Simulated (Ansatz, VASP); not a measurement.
## Zn: VASP beside Ansatz

Contents of INCAR:

```
SYSTEM = Zn
PREC = Accurate
ENCUT = 520
EDIFF = 1E-6
ISMEAR = -1
SIGMA = 0.1
LREAL = .FALSE.
LASPH = .TRUE.
NELM = 100
ALGO = Normal
ISIF = 2
LWAVE = .FALSE.
LCHARG = .FALSE.
GGA = PS
NBANDS = 19
```

Contents of KPOINTS:

```
Automatic mesh
0
G
  23 23 11
  0 0 0
```

The input POSCAR:

```
Zn
1.0
    2.5379470769      0.0000000000      0.0000000000
   -1.2689735384      2.1979266421      0.0000000000
    0.0000000000      0.0000000000      4.6685148534
Zn
2
Direct
    0.3333333333      0.6666666667      0.2500000000
    0.6666666667      0.3333333333      0.7500000000
```

Input for Ansatz:

```yaml
crystal:
  lattice:
    - [2.5379470769, 0.0, 0.0]
    - [-1.2689735384, 2.1979266421, 0.0]
    - [0.0, 0.0, 4.6685148534]
  atoms:
    - { symbol: Zn, position: [0.3333333333, 0.6666666667, 0.25] }
    - { symbol: Zn, position: [0.6666666667, 0.3333333333, 0.75] }
hamiltonian:
  xc: pbesol
  pseudopotentials:
    kind: paw
    azcp:
      Zn: "pseudopotentials/Zn.paw.azcp"
basis:
  ecutwfc: 420
  fft_grid_basis: typed
kpoints:
  mp_grid: { grid: [23, 23, 11], shift: [0, 0, 0] }
magnetization:
  spin_polarized: false
scf:
  occupations: { method: fermi_dirac, width: 0.1 }
output:
  stress: true
```

Alike in both runs: task single point; functional PBEsol; k mesh 23 × 23 × 11; occupations fermi-dirac, width 0.1 eV; no spin polarisation.

|  | VASP | Ansatz |
| --- | --- | --- |
| version | VASP 6.6.1 | Ansatz 0.2.0 |
| potentials or method | VASP PAW PBE potentials, release 64 (Zn), cutoff 520 eV | plane waves (420 eV) with PAW, scalar-relativistic |
| valence electrons in the cell | 24 | 24 |

```tsv
	VASP	Ansatz	Ansatz less VASP
pressure (GPa)	10.3	9.7	-0.64
traceless stress, the component that is largest in VASP (GPa)	-2.87	-2.72	+0.154
```

VASP's potentials were made for PBE, not for PBEsol, and Ansatz warns of the same on its side.
